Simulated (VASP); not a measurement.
Wanted: the native input for a VASP 6.6.1 run.

```
Task                   : single point
Functional             : BLYP
Dispersion             : D3(BJ)
Potentials or basis    : VASP PAW PBE potentials, release 64 (Co)
Cutoff                 : 520 eV
k mesh                 : 12 × 12 × 4
Occupations            : fermi-dirac, width 0.05 eV
Spin                   : collinear spin, ferromagnetic start
Starting moments       : [2.0, 2.0, 2.0, 2.0] μB
Dipole correction      : no
Further INCAR settings : ALGO = Normal; EDIFF = 1e-06; NBANDS = 30
```

The structure of Co lies in POSCAR:

```
Co
1.0
    2.5030729010      0.0000000000      0.0000000000
   -1.2515364506      2.1677247198      0.0000000000
    0.0000000000      0.0000000000      8.1946701348
Co
4
Direct
    0.6666666667      0.3333333333      0.7500000000
    0.0000000000      0.0000000000      0.5000000000
    0.3333333333      0.6666666667      0.2500000000
    0.0000000000      0.0000000000      0.0000000000
```

One way to write it, as run:

INCAR

```
PREC = Accurate
ENCUT = 520
EDIFF = 1E-6
ISMEAR = -1
SIGMA = 0.05
LREAL = F
LASPH = T
NELM = 150
ALGO = Normal
ISIF = 2
LWAVE = F
LCHARG = F
ISPIN = 2
MAGMOM = 2 2 2 2
LORBIT = 11
LMAXMIX = 4
GGA = B5
ALDAX = 1.0
AGGAX = 1.0
AGGAC = 1.0
ALDAC = 0.0
IVDW = 12
VDW_S6 = 1.0
VDW_S8 = 2.6996
VDW_A1 = 0.4298
VDW_A2 = 4.2359
NBANDS = 30
```

KPOINTS

```
regular mesh
0
Gamma
  12 12 4
```

Potentials or basis: VASP PAW PBE potentials, release 64 (Co).

Launch:

```console
$ cat potpaw_PBE.64/Co/POTCAR > POTCAR
$ mpirun -np 1 vasp_std > vasp.out
```

It gave:

- Pressure: -9.4 GPa
- Net moment: 6.56 μB per cell
- Site moments: Co +1.67, +1.65 (each value once) μB
- Valence electrons inside the program's atomic spheres: Co 8.25, 8.26 (each value once)
- Dispersion energy per atom: -0.929 eV

Caveat: the cell stands under tension; the PAW data sets were made with another functional, which shifts forces and pressure a little.

Wall time 2.9 min on 1 thread of Intel(R) Xeon(R) Platinum 8488C (Sapphire Rapids), with other jobs on the host, peak memory 0.25 GiB.
